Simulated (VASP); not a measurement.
A run of VASP 6.6.1:

Contents of POSCAR:

```
BaTiO3
1.0
    3.9951440287      0.0000000000      0.0000000000
    0.0000000000      2.8424767306      2.8480072403
    0.0000000000     -2.8424767306      2.8480072403
Ba Ti O
1 1 3
Direct
    0.0000000000      0.0044061011      0.0044061011
    0.5000000000      0.5135753575      0.5135753575
    0.0000000000      0.4552120972      0.4552120972
    0.5000000000      0.4954342957      0.9880908444
    0.5000000000      0.9880908444      0.4954342957
```

Contents of INCAR.step1:

```
ALGO = Normal
EDIFF = 1E-4
ENCUT = 520
GGA = PE
ISMEAR = 0
LASPH = T
LCHARG = F
LDAU = T
LDAUJ = 0 0 0
LDAUL = -1 2 -1
LDAUTYPE = 2
LDAUU = 0 4 0
LMAXMIX = 4
LREAL = F
LWAVE = T
NBANDS = 28
NELM = 150
PREC = Accurate
SIGMA = 0.05
```

INCAR.step2

```
ALGO = Normal
EDIFF = 1E-6
ENCUT = 520
ISIF = 2
ISMEAR = 0
ISTART = 1
LASPH = T
LCHARG = F
LDAU = T
LDAUJ = 0 0 0
LDAUL = -1 2 -1
LDAUPRINT = 1
LDAUTYPE = 2
LDAUU = 0 4 0
LMAXMIX = 4
LMIXTAU = T
LREAL = F
LWAVE = F
METAGGA = R2SCAN
NBANDS = 28
NELM = 150
PREC = Accurate
SIGMA = 0.05
```

File KPOINTS:

```
k-points
0
Gamma
  6 6 6
```

Potentials or basis: VASP PAW PBE potentials, release 64 (Ba_sv, Ti_sv, O).

Command:

```sh
$ cat potpaw_PBE.64/Ba_sv/POTCAR potpaw_PBE.64/Ti_sv/POTCAR potpaw_PBE.64/O/POTCAR > POTCAR
$ cp INCAR.step1 INCAR
$ mpirun -np 1 vasp_std > vasp.out
$ cp INCAR.step2 INCAR
$ mpirun -np 1 vasp_std > vasp.out
```

Hardware: 1 thread of Intel Xeon 8259CL, with other jobs on the host.

Task: How long does it take, and how much memory?

Result: Run time: 7.8 min on 1 thread of Intel Xeon 8259CL (shared host), peak memory 0.24 GiB. Counts: k points 52.
